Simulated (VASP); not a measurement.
Wanted: the native input for a VASP 6.6.1 run.

| Item | Value |
| --- | --- |
| Task | single point |
| Functional | PBE |
| Potentials or basis | VASP PAW PBE potentials, release 64 (Ba_sv) |
| Cutoff | 520 eV |
| k mesh | 8 × 8 × 8 |
| Occupations | tetrahedron |
| Spin | no spin polarisation |
| Dipole correction | no |
| Further INCAR settings | ALGO = Normal; EDIFF = 1e-06; NBANDS = 11 |

The structure of Ba lies in POSCAR:

```
Ba
1.0
    4.2827107878      0.0000000000      0.0000000000
   -1.4275702623      4.0377784533      0.0000000000
   -1.4275702623     -2.0188892260      3.4968187159
Ba
1
Direct
    0.0000000000      0.0000000000      0.0000000000
```

One way to write it, as run:

INCAR

```
PREC = Accurate
ENCUT = 520
EDIFF = 1E-6
ISMEAR = -5
SIGMA = 0.05
LREAL = False
LASPH = True
NELM = 80
ALGO = Normal
ISIF = 2
LWAVE = False
LCHARG = False
GGA = PE
NBANDS = 11
```

KPOINTS

```
Automatic mesh
0
Gamma
  8 8 8
```

Potentials or basis: VASP PAW PBE potentials, release 64 (Ba_sv).

Launch:

```console
$ cat potpaw_PBE.64/Ba_sv/POTCAR > POTCAR
$ mpirun -np 1 vasp_std > vasp.out
```

Results of the run:

| Item | Value |
| --- | --- |
| Pressure | 0.6 GPa |
| Band gap on the k mesh | zero (band 5 reaches 2.34 eV, above the bottom of band 6 at 1.18 eV) |

Caveat: spin-orbit coupling is left out, which moves the levels of the heavy elements; tetrahedron occupations give inexact forces and stress in metals.

It took 15 s on 1 thread of Intel Xeon 8259CL (shared host), peak memory 0.18 GiB.
